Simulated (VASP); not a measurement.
# CuF (P6_3mc) in VASP: further runs, part 2 of 2

VASP 6.6.1. The steps go on from the part before.

**3. Single point, r2SCAN (volume changed by -3%)**

Input file POSCAR:

```
CuF
1.0
    2.7615943441      0.0000000000      0.0000000000
   -1.3807971720      2.3916108569      0.0000000000
    0.0000000000      0.0000000000      6.6532278127
Cu F
2 2
Direct
    0.3333333333      0.6666666667      0.0459865600
    0.6666666667      0.3333333333      0.5459865600
    0.3333333333      0.6666666667      0.3290134400
    0.6666666667      0.3333333333      0.8290134400
```

Input file INCAR.step1:

```
SYSTEM = CuF
PREC = Accurate ; ENCUT = 520
ISMEAR = -1 ; SIGMA = 0.02
LREAL = .FALSE. ; LASPH = .TRUE.
NELM = 80 ; NBANDS = 26
GGA = PE ; ALGO = Normal
EDIFF = 1E-4 ; LWAVE = .TRUE.
LCHARG = .FALSE.
```

Input file INCAR.step2:

```
SYSTEM = CuF
PREC = Accurate ; ENCUT = 520
EDIFF = 1E-6 ; ISMEAR = -1
SIGMA = 0.02 ; LREAL = .FALSE.
LASPH = .TRUE. ; NELM = 80
ALGO = Normal ; ISIF = 2
LWAVE = .FALSE. ; LCHARG = .FALSE.
METAGGA = R2SCAN ; LMIXTAU = .TRUE.
NBANDS = 26 ; ISTART = 1
```

Input file KPOINTS:

```
Automatic mesh
0
G
  9 9 4
  0 0 0
```

Potentials or basis: VASP PAW PBE potentials, release 64 (Cu, F).

Launch:

```console
> cat potpaw_PBE.64/Cu/POTCAR potpaw_PBE.64/F/POTCAR > POTCAR
> cp INCAR.step1 INCAR
> mpirun -np 1 vasp_std > vasp.out
> cp INCAR.step2 INCAR
> mpirun -np 1 vasp_std > vasp.out
```

OUTCAR:

```text
SYSTEM = CuF
   PREC = Accurate
   ENCUT = 520
   EDIFF = 1E-6
   ISMEAR = -1
   LREAL = .FALSE.
   LASPH = .TRUE.
   NELM = 80
   ISIF = 2
   METAGGA = R2SCAN
   ISTART = 1

 ion  position               nearest neighbor table
   1  0.333  0.667  0.046-   3 1.88   4 2.15   4 2.15   4 2.15
   2  0.667  0.333  0.546-   4 1.88   3 2.15   3 2.15   3 2.15
   3  0.333  0.667  0.329-   1 1.88   2 2.15   2 2.15   2 2.15
   4  0.667  0.333  0.829-   2 1.88   1 2.15   1 2.15   1 2.15

  LATTYP: Found a hexagonal cell.
 ALAT       =     2.7615943441
 C/A-ratio  =     2.4091980877

  Lattice vectors:

 A1 = (   2.7615943441,   0.0000000000,   0.0000000000)
 A2 = (  -1.3807971720,   2.3916108569,   0.0000000000)
 A3 = (   0.0000000000,   0.0000000000,   6.6532278127)

Analysis of symmetry for initial positions (statically):
=====================================================================
 Subroutine PRICEL returns:
 Original cell was already a primitive cell.

 Routine SETGRP: Setting up the symmetry group for a
 hexagonal supercell.

 Subroutine GETGRP returns: Found 12 space group operations
 (whereof  6 operations were pure point group operations)
 out of a pool of 24 trial point group operations.

The static configuration has the point symmetry C_3v.
 The point group associated with its full space group is C_6v.

Analysis of symmetry for dynamics (positions and initial velocities):
=====================================================================
 Subroutine PRICEL returns:
 Original cell was already a primitive cell.

 Routine SETGRP: Setting up the symmetry group for a
 hexagonal supercell.

 Subroutine GETGRP returns: Found 12 space group operations
 (whereof  6 operations were pure point group operations)
 out of a pool of 24 trial point group operations.

The dynamic configuration has the point symmetry C_3v.
 The point group associated with its full space group is C_6v.

 Subroutine INISYM returns: Found 12 space group operations
 (whereof  6 operations are pure point group operations),
 and found     1 'primitive' translations

----------------------------------------------------------------------------------------

                                     Primitive cell

  volume of cell :      43.9423

  direct lattice vectors                    reciprocal lattice vectors
     2.761594344  0.000000000  0.000000000     0.362109664  0.209064112  0.000000000
    -1.380797172  2.391610857  0.000000000     0.000000000  0.418128224  0.000000000
     0.000000000  0.000000000  6.653227813     0.000000000  0.000000000  0.150302985

  length of vectors
     2.761594344  2.761594344  6.653227813     0.418128224  0.418128224  0.150302985

  position of ions in fractional coordinates (direct lattice)
     0.333333333  0.666666667  0.045986560
     0.666666667  0.333333333  0.545986560
     0.333333333  0.666666667  0.329013440
     0.666666667  0.333333333  0.829013440

  ion indices of the primitive-cell ions
   primitive index   ion index
                 1           1
                 2           2
                 3           3
                 4           4

----------------------------------------------------------------------------------------

 KPOINTS: Automatic mesh

Automatic generation of k-mesh.
 Grid dimensions read from file:
 generate k-points for:    9    9    4

 Generating k-lattice:

  Cartesian coordinates                     Fractional coordinates (reciprocal lattice)
     0.040234407  0.023229346  0.000000000     0.111111111  0.000000000  0.000000000
     0.000000000  0.046458692  0.000000000     0.000000000  0.111111111  0.000000000
     0.000000000  0.000000000  0.037575746     0.000000000  0.000000000  0.250000000

  Length of vectors
     0.046458692  0.046458692  0.037575746

  Shift w.r.t. Gamma in fractional coordinates (k-lattice)
     0.000000000  0.000000000  0.000000000

 Subroutine IBZKPT returns following result:
 ===========================================

 Found     36 irreducible k-points:

 Following reciprocal coordinates:
            Coordinates               Weight
  0.000000  0.000000  0.000000      1.000000
  0.111111 -0.000000  0.000000      6.000000
  0.222222 -0.000000  0.000000      6.000000
  0.333333  0.000000  0.000000      6.000000
  0.444444 -0.000000  0.000000      6.000000
  0.111111  0.111111  0.000000      6.000000
[... 16 lines left out ...]
  0.333333  0.222222  0.250000     24.000000
  0.333333  0.333333  0.250000      4.000000
 [... further k-points ...]
   k-points           NKPTS =     36   k-points in BZ     NKDIM =     36   number of bands    NBANDS=     26
   number of dos      NEDOS =    301   number of ions     NIONS =      4
   total plane-waves  NPLWV =  28800
   dimension x,y,z NGX =    24 NGY =   24 NGZ =   50
   dimension x,y,z NGXF=    48 NGYF=   48 NGZF=  100
   ions per type =               2   2
   NGX,Y,Z   is equivalent  to a cutoff of  14.45, 14.45, 12.49 a.u.
   NGXF,Y,Z  is equivalent  to a cutoff of  28.90, 28.90, 24.99 a.u.
 SYSTEM =  CuF
   PREC   = accura    normal or accurate (medium, high low for compatibility)
   ISTART =      1    job   : 0-new  1-cont  2-samecut
   ICHARG =      0    charge: 1-file 2-atom 10-const
   ISPIN  =      1    spin polarized calculation?
   LNONCOLLINEAR =      F non collinear calculations
   LSORBIT =      F    spin-orbit coupling
   LASPH  =      T    aspherical Exc in radial PAW
   ENCUT  =  520.0 eV  38.22 Ry    6.18 a.u.   5.13  5.13 12.37*2*pi/ulx,y,z
   NELM   =     80;   NELMIN=  2; NELMDL=  0     # of ELM steps
   EDIFF  = 0.1E-05   stopping-criterion for ELM
   LREAL  =      F    real-space projection
   EDIFFG = 0.1E-04   stopping-criterion for IOM
   NSW    =      0    number of steps for IOM
   IBRION =     -1    ionic relax: 0-MD 1-quasi-New 2-CG
   NFREE  =      0    steps in history (QN), initial steepest desc. (CG)
   ISIF   =      2    stress and relaxation
   ISYM   =      2    0-nonsym 1-usesym 2-fastsym
   POTIM  = 0.5000    time-step for ionic-motion
   TEBEG  =    0.0;   TEEND  =   0.0 temperature during run
   PSTRESS=    0.0 pullay stress
   NELECT =      36.0000    total number of electrons
   NUPDOWN=      -1.0000    fix difference up-down
   EMIN   =  10.00;   EMAX   =-10.00  energy-range for DOS
   EFERMI =   0.00;   METHOD = LEGACY
   ISMEAR =    -1;   SIGMA  =   0.02  broadening in eV -4-tet -1-fermi 0-gaus
   EFERMI_NEDOS =   21; number of points for ismear=-14 and -15
   IALGO  =     38    algorithm
   IMIX   =      4    mixing-type and parameters
     AMIX     =   0.40;   BMIX     =  1.00
     AMIX_MAG =   1.60;   BMIX_MAG =  1.00
  volume/ion in A,a.u.               =      10.99        74.13
  Fermi-wavevector in a.u.,A,eV,Ry     =   1.531845  2.894767 31.926725  2.346548
  Thomas-Fermi vector in A             =   2.639133
   LORBIT       =      0    0 simple, 1 ext, 2 COOP (PROOUT), +10 PAW based schemes
   METAGGA = R2SCAN    functional components
   LHFCALC =     F    Hartree Fock is set to
   AEXX    =    0.0000 exact exchange contribution
   IVDW    =     0    specifies the selected vdW correction
   LEPSILON=     F    determine dielectric tensor
   LRPA    =     F    only Hartree local field effects (RPA)
 non-spin polarized calculation
  energy-cutoff  :      520.00
  volume of cell :       43.94
 maximum number of plane-waves:      1196
 NGX is ok and might be reduce to    24
   NGX = 11   NGY = 11   NGZ = 25

 number of electron      35.9999984 magnetization

 Free energy of the ion-electron system (eV)
  ---------------------------------------------------
  ext. energy  EPLUGINS =         0.00000000
  ---------------------------------------------------
  free energy    TOTEN  =       -32.18228873 eV

  energy without entropy =      -32.18228819  energy(sigma->0) =      -32.18228846

 E-fermi :   4.3040     XC(G=0): -11.9414

 val. band max:        4.0728981198   @ k =   0.4444  -0.0000   0.0000
 cond. band min:       4.4750794437   @ k =   0.0000   0.0000   0.0000
 fundamental gap:      0.4021813240
 Fermi energy:         4.3040333215

 k-point     1 :       0.0000    0.0000    0.0000
  band No.  band energies     occupation
      1     -21.7569      2.00000
      2     -21.6133      2.00000
      3      -4.4791      2.00000
      4      -3.0731      2.00000
      5      -0.7241      2.00000
      6      -0.7241      2.00000
[... 685 lines left out ...]
     25      19.0475      0.00000
     26      20.0973      0.00000

 [... further k-points ...]

------------------------ aborting loop because EDIFF is reached ----------------------------------------

  FORCE on cell =-STRESS in cart. coord.  units (eV):
  Direction    XX          YY          ZZ          XY          YZ          ZX
  --------------------------------------------------------------------------------------
  -------------------------------------------------------------------------------------
  Total        0.6443774      0.6443774      2.0095455      0.0000000     -0.0000000      0.0000000
  in kB       23.4946018     23.4946018     73.2699053      0.0000000     -0.0000000      0.0000000
  external PRESSURE =      40.0863696 kB  Pullay stress =       0.0000000 kB

 VOLUME and BASIS-vectors are now :
 -----------------------------------------------------------------------------
  energy-cutoff  :      520.00
  volume of cell :       43.94
      direct lattice vectors                 reciprocal lattice vectors
     2.761594344  0.000000000  0.000000000     0.362109664  0.209064112  0.000000000
    -1.380797172  2.391610857  0.000000000     0.000000000  0.418128224  0.000000000
     0.000000000  0.000000000  6.653227813     0.000000000  0.000000000  0.150302985

 POSITION                                       TOTAL-FORCE (eV/Angst)
 -----------------------------------------------------------------------------------
     -0.00000      1.59441      0.30596         0.000000     -0.000000     -0.092024
      1.38080      0.79720      3.63257        -0.000000      0.000000     -0.092024
     -0.00000      1.59441      2.18900         0.000000      0.000000      0.092024
      1.38080      0.79720      5.51562         0.000000     -0.000000      0.092024
 -----------------------------------------------------------------------------------
    total drift:                                0.000000      0.000001     -0.019866

  FREE ENERGIE OF THE ION-ELECTRON SYSTEM (eV)
  ---------------------------------------------------
  free  energy   TOTEN  =       -32.1822887330 eV

  energy  without entropy=      -32.1822881896  energy(sigma->0) =      -32.18228846
```

Wall time 93 s (1 thread of Intel Xeon 6975P-C (Granite Rapids), shared host); peak memory 0.19 GiB.

What came out:

- Free energy: -32.1823 eV
- Pressure: 4.0 GPa
- Largest force: 0.092 eV/Å
- Band gap on the k mesh: 0.40 eV, indirect (least direct gap 0.83 eV)

Forces in eV/Å, atoms in the order of the input:
```
Cu   0.000  0.000 -0.092
Cu   0.000  0.000 -0.092
F    0.000  0.000  0.092
F    0.000  0.000  0.092
```

Stress tensor (GPa, compression positive):
```
2.35 0.00 0.00
0.00 2.35 0.00
0.00 0.00 7.33
```

Levels at points of the mesh, in eV from the valence-band top:
```
           k point  band 16  band 17  band 18  band 19  band 20  band 21
(0.00, 0.00, 0.00)    -0.98    -0.43    -0.43     0.40     3.68     6.48
(0.00, 0.00, 0.50)    -0.68    -0.68    -0.68     1.55     1.55     9.27
```

Caveat: the PAW data sets were made with another functional, which shifts forces and pressure a little. A k mesh can miss the band edges.
